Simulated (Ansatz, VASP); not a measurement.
# Two plane-wave programs on Fe

```
CELL_PARAMETERS angstrom
-1.49844 0.00000 1.96511
1.49844 0.00000 1.96511
0.00000 3.88348 0.00000
ATOMIC_POSITIONS crystal
Fe 0.00000 0.00000 0.00000
Fe 0.50000 0.50000 0.50000
```

Alike in both runs: task single point; functional r2SCAN; k mesh 11 × 11 × 7; occupations fermi-dirac, width 0.1 eV; no spin polarisation.

|  | VASP | Ansatz |
| --- | --- | --- |
| version | VASP 6.6.1 | Ansatz 0.2.0 |
| potentials or method | VASP PAW PBE potentials, release 64 (Fe) | PAW with Ansatz's default frozen-core files, scalar-relativistic |
| plane-wave cutoff (eV) | 520 | 500 |
| valence electrons in the cell | 16 | 32 |

```csv
,VASP,Ansatz,Ansatz less VASP
pressure (GPa),-26.7,-27.3,-0.65
"traceless stress, the component that is largest in VASP (GPa)",12.12,12.34,+0.224
```

VASP's potentials were made for PBE, not for r2SCAN. VASP's potentials hold 16 valence electrons a cell and Ansatz's 32, so a difference there can come from the potentials and not from the codes.
